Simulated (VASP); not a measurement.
# GaSb: single point with PBE

Crystal: GaSb.

```
Sb Ga
1.0
     0.00000    3.05900    3.05900
     3.05900    0.00000    3.05900
     3.05900    3.05900    0.00000
Sb Ga
1 1
Cartesian
  4.5885 4.5885 4.5885
  0.0000 0.0000 0.0000
```

```
Program             : VASP 6.6.1
Task                : single point
Functional          : PBE
Potentials or basis : VASP PAW PBE potentials, release 64 (Sb, Ga_d)
Cutoff              : 520 eV
k mesh              : 3 × 3 × 3
Occupations         : fermi-dirac, width 0.06 eV
Spin                : no spin polarisation
```

```
Pressure : 4.3 GPa
```

Levels at points of the mesh, in eV from the Fermi level:
```
           k point  band 5  band 6  band 7  band 8  band 9  band 10  band 11  band 12  band 13  band 14
(0.00, 0.00, 0.00)  -15.11  -11.55   -0.07   -0.07   -0.07    -0.04     2.65     2.65     2.65     5.77
```

It took 4.7 s on 1 thread of Intel(R) Xeon(R) 6975P-C (Granite Rapids), on a shared host, peak memory 0.17 GiB.

Caveat: the k points lie up to 0.59 Å⁻¹ apart; spin-orbit coupling is left out, which moves the levels of the heavy elements.
